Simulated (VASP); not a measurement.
# TiN (Fm-3m) in VASP: a series of runs

The runs below take TiN through single point, with PBEsol.

All numbers are computed with VASP 6.6.1; they aren't measurements. Logs are shortened: lines on timing, memory, paths and dates and some standing lists are left out, and cuts for length are marked.

### 1 The cell of the first run

Symmetry: Fm-3m, No. 225, cubic system. The conventional cell has a = 4.313 Å, b = 4.313 Å, c = 4.313 Å, α = 90.00°, β = 90.00°, γ = 90.00°. Ti (site symmetry m-3m) has 6 N at 2.16 Å within 2.9 Å. Within 2.9 Å of N (site symmetry m-3m) lie 6 Ti at 2.16 Å.

### 2 Single point, PBEsol, collinear spin (10.03 Å³/atom)

File INCAR:

```
SYSTEM = TiN
PREC = Accurate ; ENCUT = 520
EDIFF = 1E-6 ; ISMEAR = 0
SIGMA = 0.15 ; LREAL = .False.
LASPH = .True. ; NELM = 150
ALGO = Normal ; ISIF = 2
LWAVE = .False. ; LCHARG = .False.
ISPIN = 2 ; MAGMOM = 0.125 0
LORBIT = 11 ; NUPDOWN = 0.125
LMAXMIX = 4 ; GGA = PS
NBANDS = 20
```

File KPOINTS:

```
regular mesh
0
Gamma
  20 20 20
  0 0 0
```

File POSCAR:

```
TiN
1.0
    0.0000000000      2.1565869739      2.1565869739
    2.1565869739      0.0000000000      2.1565869739
    2.1565869739      2.1565869739      0.0000000000
Ti N
1 1
Direct
    0.0000000000      0.0000000000      0.0000000000
    0.5000000000      0.5000000000      0.5000000000
```

Potentials or basis: VASP PAW PBE potentials, release 64 (Ti_sv, N).

Run with:

```bash
> cat potpaw_PBE.64/Ti_sv/POTCAR potpaw_PBE.64/N/POTCAR > POTCAR
> mpirun -np 1 vasp_std > vasp.out
```

OUTCAR:

```text
SYSTEM = TiN
   PREC = Accurate
   ENCUT = 520
   EDIFF = 1E-6
   ISMEAR = 0
   LREAL = .False.
   LASPH = .True.
   NELM = 150
   ISIF = 2
   ISPIN = 2
   LORBIT = 11
   NUPDOWN = 0.125
   GGA = PS

 ion  position               nearest neighbor table
   1  0.000  0.000  0.000-   2 2.16   2 2.16   2 2.16   2 2.16   2 2.16   2 2.16
   2  0.500  0.500  0.500-   1 2.16   1 2.16   1 2.16   1 2.16   1 2.16   1 2.16

  LATTYP: Found a face centered cubic cell.
 ALAT       =     4.3131739478

  Lattice vectors:

 A1 = (   0.0000000000,   2.1565869739,   2.1565869739)
 A2 = (   2.1565869739,   0.0000000000,   2.1565869739)
 A3 = (   2.1565869739,   2.1565869739,   0.0000000000)

Analysis of symmetry for initial positions (statically):
=====================================================================
 Subroutine PRICEL returns:
 Original cell was already a primitive cell.

 Routine SETGRP: Setting up the symmetry group for a
 face centered cubic supercell.

 Subroutine GETGRP returns: Found 48 space group operations
 (whereof 48 operations were pure point group operations)
 out of a pool of 48 trial point group operations.

The static configuration has the point symmetry O_h .

Analysis of symmetry for dynamics (positions and initial velocities):
=====================================================================
 Subroutine PRICEL returns:
 Original cell was already a primitive cell.

 Routine SETGRP: Setting up the symmetry group for a
 face centered cubic supercell.

 Subroutine GETGRP returns: Found 48 space group operations
 (whereof 48 operations were pure point group operations)
 out of a pool of 48 trial point group operations.

The dynamic configuration has the point symmetry O_h .

Analysis of structural, dynamic, and magnetic symmetry:
=====================================================================
 Subroutine PRICEL returns:
 Original cell was already a primitive cell.

 Routine SETGRP: Setting up the symmetry group for a
 face centered cubic supercell.

 Subroutine GETGRP returns: Found 48 space group operations
 (whereof 48 operations were pure point group operations)
 out of a pool of 48 trial point group operations.

The overall configuration has the point symmetry O_h .

 Subroutine INISYM returns: Found 48 space group operations
 (whereof 48 operations are pure point group operations),
 and found     1 'primitive' translations

----------------------------------------------------------------------------------------

                                     Primitive cell
[... 114 lines left out ...]
  Thomas-Fermi vector in A             =   2.654061
   LORBIT       =     11    0 simple, 1 ext, 2 COOP (PROOUT), +10 PAW based schemes
   GGA     = PS    functional components
   LHFCALC =     F    Hartree Fock is set to
   AEXX    =    0.0000 exact exchange contribution
   IVDW    =     0    specifies the selected vdW correction
   LEPSILON=     F    determine dielectric tensor
   LRPA    =     F    only Hartree local field effects (RPA)
 spin polarized calculation
 Gauss-broadening in eV      SIGMA  =   0.15
  energy-cutoff  :      520.00
  volume of cell :       20.06
 maximum number of plane-waves:       560
   NGX = 11   NGY = 11   NGZ = 11

 number of electron      17.0000001 magnetization       0.1250000

 Free energy of the ion-electron system (eV)
  ---------------------------------------------------
  ext. energy  EPLUGINS =         0.00000000
  ---------------------------------------------------
  free energy    TOTEN  =       -20.68809253 eV

  energy without entropy =      -20.67765535  energy(sigma->0) =      -20.68287394

 E-fermi :  10.5335     XC(G=0): -12.9466

 val. band max:       10.7212665754   @ k =   0.2000   0.0000   0.0000
 cond. band min:      10.5415547233   @ k =  -0.4500   0.3500   0.1500
 fundamental gap:     -0.1797118521
 Fermi energy:        10.7261883940

 spin component 1

 k-point     1 :       0.0000    0.0000    0.0000
  band No.  band energies     occupation
      1     -47.0883      1.00000
      2     -23.2007      1.00000
      3     -23.2007      1.00000
      4     -23.2007      1.00000
      5      -6.1010      1.00000
      6       8.6838      1.00000
[... 541 lines left out ...]
     19      33.3369      0.00000
     20      35.1096      0.00000

 [... further k-points ...]

 spin component 2

 k-point     1 :       0.0000    0.0000    0.0000
  band No.  band energies     occupation
      1     -46.9932      1.00000
      2     -23.1052      1.00000
      3     -23.1052      1.00000
      4     -23.1052      1.00000
      5      -6.0758      1.00000
      6       8.6983      1.00000
[... 541 lines left out ...]
     19      33.3951      0.00000
     20      35.1676      0.00000

 [... further k-points ...]

------------------------ aborting loop because EDIFF is reached ----------------------------------------

  FORCE on cell =-STRESS in cart. coord.  units (eV):
  Direction    XX          YY          ZZ          XY          YZ          ZX
  --------------------------------------------------------------------------------------
  -------------------------------------------------------------------------------------
  Total       -2.3818618     -2.3818618     -2.3818618      0.0000000      0.0000000      0.0000000
  in kB     -190.2375346   -190.2375346   -190.2375346      0.0000000      0.0000000      0.0000000
  external PRESSURE =    -190.2375346 kB  Pullay stress =       0.0000000 kB

 VOLUME and BASIS-vectors are now :
 -----------------------------------------------------------------------------
  energy-cutoff  :      520.00
  volume of cell :       20.06
      direct lattice vectors                 reciprocal lattice vectors
     0.000000000  2.156586974  2.156586974    -0.231847825  0.231847825  0.231847825
     2.156586974  0.000000000  2.156586974     0.231847825 -0.231847825  0.231847825
     2.156586974  2.156586974  0.000000000     0.231847825  0.231847825 -0.231847825

 POSITION                                       TOTAL-FORCE (eV/Angst)
 -----------------------------------------------------------------------------------
      0.00000      0.00000      0.00000         0.000000      0.000000     -0.000000
      2.15659      2.15659      2.15659        -0.000000     -0.000000      0.000000
 -----------------------------------------------------------------------------------
    total drift:                                0.000000     -0.000000     -0.000000

  FREE ENERGIE OF THE ION-ELECTRON SYSTEM (eV)
  ---------------------------------------------------
  free  energy   TOTEN  =       -20.6880925286 eV

  energy  without entropy=      -20.6776553528  energy(sigma->0) =      -20.68287394

 total charge

# of ion       s       p       d       tot
------------------------------------------
    1        2.175   6.205   1.923  10.303
    2        1.235   2.461   0.000   3.696
--------------------------------------------------
tot          3.410   8.666   1.923  13.999

 magnetization (x)

# of ion       s       p       d       tot
------------------------------------------
    1        0.001   0.001   0.096   0.098
    2       -0.000   0.004   0.000   0.004
--------------------------------------------------
tot          0.001   0.005   0.096   0.102
```

OSZICAR:

```text
N       E                     dE             d eps       ncg     rms          rms(c)
DAV:   1     0.141527291387E+03    0.14153E+03   -0.76440E+03 20664   0.998E+02
DAV:   2    -0.167992592046E+02   -0.15833E+03   -0.14641E+03 21000   0.299E+02
DAV:   3    -0.255384223492E+02   -0.87392E+01   -0.86029E+01 25460   0.723E+01
DAV:   4    -0.257246949299E+02   -0.18627E+00   -0.18598E+00 23708   0.997E+00
DAV:   5    -0.257279474465E+02   -0.32525E-02   -0.32524E-02 23792   0.120E+00    0.174E+01
DAV:   6    -0.211661749813E+02    0.45618E+01   -0.80477E+00 29064   0.417E+01    0.696E+00
DAV:   7    -0.207498262383E+02    0.41635E+00   -0.13580E+00 24844   0.130E+01    0.466E+00
DAV:   8    -0.210412407382E+02   -0.29141E+00   -0.10362E+00 28564   0.135E+01    0.643E+00
DAV:   9    -0.206886402579E+02    0.35260E+00   -0.47694E-01 24884   0.958E+00    0.763E-01
DAV:  10    -0.206899805682E+02   -0.13403E-02   -0.21879E-02 24008   0.128E+00    0.354E-01
DAV:  11    -0.206883371419E+02    0.16434E-02   -0.12906E-03 28524   0.433E-01    0.178E-01
DAV:  12    -0.206881936028E+02    0.14354E-03   -0.17016E-04 23800   0.116E-01    0.114E-01
DAV:  13    -0.206881139827E+02    0.79620E-04   -0.48685E-05 23740   0.888E-02    0.439E-02
DAV:  14    -0.206880945145E+02    0.19468E-04   -0.15969E-05 26456   0.492E-02    0.151E-02
DAV:  15    -0.206880926492E+02    0.18653E-05   -0.35874E-06 26360   0.201E-02    0.245E-03
DAV:  16    -0.206880925286E+02    0.12057E-06   -0.37624E-07 10956   0.501E-03
   1 F= -.20688093E+02 E0= -.20682874E+02  d E =-.104372E-01  mag=     0.1250
```

It took 2 min on 1 thread of Intel Xeon Platinum 8259CL at 2.50GHz (Skylake/Cascade Lake), shared host; peak memory 0.27 GiB.

What came out:

- Free energy: -20.6881 eV
- Pressure: -19.0 GPa
- Net moment: 0.12 μB per cell
- Site moments: Ti +0.10; N +0.00 μB
- Valence electrons inside the program's atomic spheres: Ti 10.30; N 3.70

Caveat: the cell stands under tension; the PAW data sets were made with another functional, which shifts forces and pressure a little; the total moment is fixed, so each spin has its own Fermi level and the state may be an excited one.

### 3 Single point, PBEsol, collinear spin (10.03 Å³/atom)

File INCAR:

```
SYSTEM = TiN
PREC = Accurate
ENCUT = 520
EDIFF = 1E-6
ISMEAR = 0
SIGMA = 0.15
LREAL = .FALSE.
LASPH = .TRUE.
NELM = 150
ALGO = Normal
ISIF = 2
LWAVE = .FALSE.
LCHARG = .FALSE.
ISPIN = 2
MAGMOM = 0.625 0
LORBIT = 11
NUPDOWN = 0.625
LMAXMIX = 4
GGA = PS
NBANDS = 20
```

File KPOINTS:

```
Automatic mesh
0
G
  20 20 20
  0 0 0
```

POSCAR is that of step 2.

Potentials or basis: VASP PAW PBE potentials, release 64 (Ti_sv, N).

Run with:

```bash
> cat potpaw_PBE.64/Ti_sv/POTCAR potpaw_PBE.64/N/POTCAR > POTCAR
> mpirun -np 1 vasp_std > vasp.out
```

OUTCAR:

```text
SYSTEM = TiN
   PREC = Accurate
   ENCUT = 520
   EDIFF = 1E-6
   ISMEAR = 0
   LREAL = .FALSE.
   LASPH = .TRUE.
   NELM = 150
   ISIF = 2
   ISPIN = 2
   LORBIT = 11
   NUPDOWN = 0.625
   GGA = PS

 ion  position               nearest neighbor table
   1  0.000  0.000  0.000-   2 2.16   2 2.16   2 2.16   2 2.16   2 2.16   2 2.16
   2  0.500  0.500  0.500-   1 2.16   1 2.16   1 2.16   1 2.16   1 2.16   1 2.16

  LATTYP: Found a face centered cubic cell.
 ALAT       =     4.3131739478

  Lattice vectors:

 A1 = (   0.0000000000,   2.1565869739,   2.1565869739)
 A2 = (   2.1565869739,   0.0000000000,   2.1565869739)
 A3 = (   2.1565869739,   2.1565869739,   0.0000000000)

Analysis of symmetry for initial positions (statically):
=====================================================================
 Subroutine PRICEL returns:
 Original cell was already a primitive cell.

 Routine SETGRP: Setting up the symmetry group for a
 face centered cubic supercell.

 Subroutine GETGRP returns: Found 48 space group operations
[... 750 lines left out ...]
      5      -6.0133      1.00000
      6       8.7409      1.00000
[... 541 lines left out ...]
     19      33.5334      0.00000
     20      35.3066      0.00000

 [... further k-points ...]

------------------------ aborting loop because EDIFF is reached ----------------------------------------

  FORCE on cell =-STRESS in cart. coord.  units (eV):
  Direction    XX          YY          ZZ          XY          YZ          ZX
  --------------------------------------------------------------------------------------
  -------------------------------------------------------------------------------------
  Total       -2.0505146     -2.0505146     -2.0505146     -0.0000000      0.0000000      0.0000000
  in kB     -163.7730848   -163.7730848   -163.7730848     -0.0000000      0.0000000      0.0000000
  external PRESSURE =    -163.7730848 kB  Pullay stress =       0.0000000 kB

 VOLUME and BASIS-vectors are now :
 -----------------------------------------------------------------------------
  energy-cutoff  :      520.00
  volume of cell :       20.06
      direct lattice vectors                 reciprocal lattice vectors
     0.000000000  2.156586974  2.156586974    -0.231847825  0.231847825  0.231847825
     2.156586974  0.000000000  2.156586974     0.231847825 -0.231847825  0.231847825
     2.156586974  2.156586974  0.000000000     0.231847825  0.231847825 -0.231847825

 POSITION                                       TOTAL-FORCE (eV/Angst)
 -----------------------------------------------------------------------------------
      0.00000      0.00000      0.00000        -0.000000      0.000000     -0.000000
      2.15659      2.15659      2.15659         0.000000     -0.000000      0.000000
 -----------------------------------------------------------------------------------
    total drift:                                0.000000     -0.000000     -0.000000

  FREE ENERGIE OF THE ION-ELECTRON SYSTEM (eV)
  ---------------------------------------------------
  free  energy   TOTEN  =       -20.5449649338 eV

  energy  without entropy=      -20.5350595694  energy(sigma->0) =      -20.54001225

 total charge

# of ion       s       p       d       tot
------------------------------------------
    1        2.175   6.205   1.929  10.309
    2        1.236   2.463   0.000   3.699
--------------------------------------------------
tot          3.411   8.668   1.929  14.008

 magnetization (x)

# of ion       s       p       d       tot
------------------------------------------
    1        0.004   0.003   0.476   0.483
    2       -0.000   0.025   0.000   0.024
--------------------------------------------------
tot          0.004   0.028   0.476   0.508
```

OSZICAR:

```text
N       E                     dE             d eps       ncg     rms          rms(c)
DAV:   1     0.141746757191E+03    0.14175E+03   -0.76440E+03 20672   0.998E+02
DAV:   2    -0.165583405672E+02   -0.15831E+03   -0.14642E+03 21000   0.299E+02
DAV:   3    -0.252926964273E+02   -0.87344E+01   -0.85966E+01 25460   0.722E+01
DAV:   4    -0.254788635473E+02   -0.18617E+00   -0.18588E+00 23668   0.996E+00
DAV:   5    -0.254821104032E+02   -0.32469E-02   -0.32467E-02 23836   0.120E+00    0.174E+01
DAV:   6    -0.209930348306E+02    0.44891E+01   -0.80510E+00 29152   0.414E+01    0.719E+00
DAV:   7    -0.206027160503E+02    0.39032E+00   -0.13174E+00 24692   0.130E+01    0.470E+00
DAV:   8    -0.207921022367E+02   -0.18939E+00   -0.85719E-01 28320   0.120E+01    0.545E+00
DAV:   9    -0.205449803900E+02    0.24712E+00   -0.35097E-01 24556   0.827E+00    0.654E-01
DAV:  10    -0.205461912265E+02   -0.12108E-02   -0.15998E-02 23484   0.106E+00    0.436E-01
DAV:  11    -0.205452398639E+02    0.95136E-03   -0.14400E-03 23940   0.492E-01    0.148E-01
DAV:  12    -0.205449748318E+02    0.26503E-03   -0.32913E-04 28796   0.187E-01    0.748E-02
DAV:  13    -0.205449780073E+02   -0.31755E-05   -0.44110E-05 27336   0.508E-02    0.471E-02
DAV:  14    -0.205449657875E+02    0.12220E-04   -0.11531E-05 23244   0.425E-02    0.134E-02
DAV:  15    -0.205449649338E+02    0.85374E-06   -0.15383E-06 17944   0.153E-02
   1 F= -.20544965E+02 E0= -.20540012E+02  d E =-.990536E-02  mag=     0.6250
```

Wall time 1.9 min (1 thread of Intel Xeon Platinum 8259CL at 2.50GHz (Skylake/Cascade Lake), shared host); peak memory 0.27 GiB.

What came out:

```
Free energy                                           : -20.5450 eV
Pressure                                              : -16.4 GPa
Net moment                                            : 0.62 μB per cell
Site moments                                          : Ti +0.48; N +0.02 μB
Valence electrons inside the program's atomic spheres : Ti 10.31; N 3.70
```

Caveat: the cell stands under tension; the PAW data sets were made with another functional, which shifts forces and pressure a little; the total moment is fixed, so each spin has its own Fermi level and the state may be an excited one.

### 4 Single point, PBEsol, collinear spin (10.03 Å³/atom)

File INCAR:

```
PREC = Accurate ; ENCUT = 520
EDIFF = 1E-6 ; ISMEAR = 0
SIGMA = 0.15 ; LREAL = F
LASPH = T ; NELM = 150
ALGO = Normal ; ISIF = 2
LWAVE = F ; LCHARG = F
ISPIN = 2 ; MAGMOM = 0.875 0
LORBIT = 11 ; NUPDOWN = 0.875
LMAXMIX = 4 ; GGA = PS
NBANDS = 20
```

File KPOINTS:

```
Automatic mesh
0
Gamma
  20 20 20
```

POSCAR is that of step 3.

Run with:

```bash
> cat potpaw_PBE.64/Ti_sv/POTCAR potpaw_PBE.64/N/POTCAR > POTCAR
> mpirun -np 1 vasp_std > vasp.out
```

It took 1.9 min on 1 thread of Intel Xeon Platinum 8259CL at 2.50GHz (Skylake/Cascade Lake), shared host; peak memory 0.27 GiB.

Results (log left out):

```yaml
Free_energy: -20.3742 eV
Pressure: -13.5 GPa
Net_moment: 0.88 μB per cell
Site_moments: Ti +0.67; N +0.04 μB
Valence_electrons_inside_the_program's_atomic_spheres: Ti 10.32; N 3.70
```

Caveat: the cell stands under tension; the PAW data sets were made with another functional, which shifts forces and pressure a little; the total moment is fixed, so each spin has its own Fermi level and the state may be an excited one.

(Part 1 of 2 ends here.)
